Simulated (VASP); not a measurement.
Crystal: RbCl.

```xyz
2
Lattice="0.0000 3.3057 3.3057 3.3057 0.0000 3.3057 3.3057 3.3057 0.0000" Properties=species:S:1:pos:R:3 pbc="T T T"
Rb    0.0000    0.0000    0.0000
Cl    3.3057    3.3057    3.3057
```

Base run:

- Program: VASP 6.6.1
- Functional: HSE06
- Potentials or basis: VASP PAW PBE potentials, release 64 (Rb_sv, Cl)
- Cutoff: 400 eV
- k mesh: 4 × 4 × 4
- Occupations: gaussian, width 0.01 eV
- Spin: no spin polarisation

Its results: band gap on the k mesh 6.25 eV, direct; pressure 0.3 GPa.

The run is repeated on the same cell with these changes: functional from HSE06 to LDA; potentials or basis from VASP PAW PBE potentials, release 64 (Rb_sv, Cl) to VASP PAW LDA potentials, release 64 (Rb_sv, Cl); cutoff from 400 eV to 500 eV. What comes out?

Band gap on the k mesh 4.52 eV, direct; pressure -1.8 GPa.

Caveats: the PAW data sets were made with another functional, which shifts forces and pressure a little (some runs).

